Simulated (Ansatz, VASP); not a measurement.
**Tl: VASP beside Ansatz**

Contents of INCAR:

```
ALGO     = Fast           # electronic algorithm
EDIFF    = 1E-6           # SCF threshold, eV
ENCUT    = 520            # plane-wave cutoff, eV
GGA      = PE             # functional
ISIF     = 2              # what is computed and relaxed
ISMEAR   = 0              # smearing method
LASPH    = T              # aspherical terms in the spheres
LCHARG   = F              # write CHGCAR
LREAL    = F              # projectors in reciprocal space
LWAVE    = F              # write WAVECAR
NBANDS   = 12             # bands
NELM     = 100            # most SCF steps
PREC     = Accurate       # precision mode
SIGMA    = 0.1            # smearing width, eV
```

The input KPOINTS:

```
k-points
0
Gamma
  14 14 14
```

The input POSCAR:

```
Tl
1.0
   -1.9940281200      2.0608955700      1.8112441500
    1.9940281200     -2.0608955700      1.8112441500
    1.7611081200      1.8279755700     -1.8112441500
Tl
1
Direct
    0.0000000000      0.0000000000      0.0000000000
```

Input for Ansatz:

```yaml
crystal:
  lattice:
    - [-1.99402812, 2.06089557, 1.81124415]
    - [1.99402812, -2.06089557, 1.81124415]
    - [1.76110812, 1.82797557, -1.81124415]
  atoms:
    - { symbol: Tl, position: [0.0, 0.0, 0.0] }
basis:
  ecutwfc: 420
kpoints:
  mp_grid: { grid: [14, 14, 14] }
hamiltonian:
  xc: pbe
scf:
  occupations: { method: gaussian, width: 0.1 }
output:
  forces: true
  stress: true
  eigenvalues: true
```

Alike in both runs: task single point; functional PBE; k mesh 14 × 14 × 14; occupations gaussian, width 0.1 eV; no spin polarisation.

|  | VASP | Ansatz |
| --- | --- | --- |
| version | VASP 6.6.1 | Ansatz 0.2.0 |
| potentials or method | VASP PAW PBE potentials, release 64 (Tl_d), cutoff 520 eV | scalar-relativistic, plane waves, PAW |
| valence electrons in the cell | 13 | 13 |

```tsv
	VASP	Ansatz	Ansatz less VASP
gap on the k mesh at the Fermi level (eV)	none	none	-
pressure (GPa)	8.0	8.0	+0.04
traceless stress, the component that is largest in VASP (GPa)	3.15	3.15	+0.002
```

A gap of «none» marks a metal or a gap that the smearing closes.

Spin-orbit coupling is off throughout.
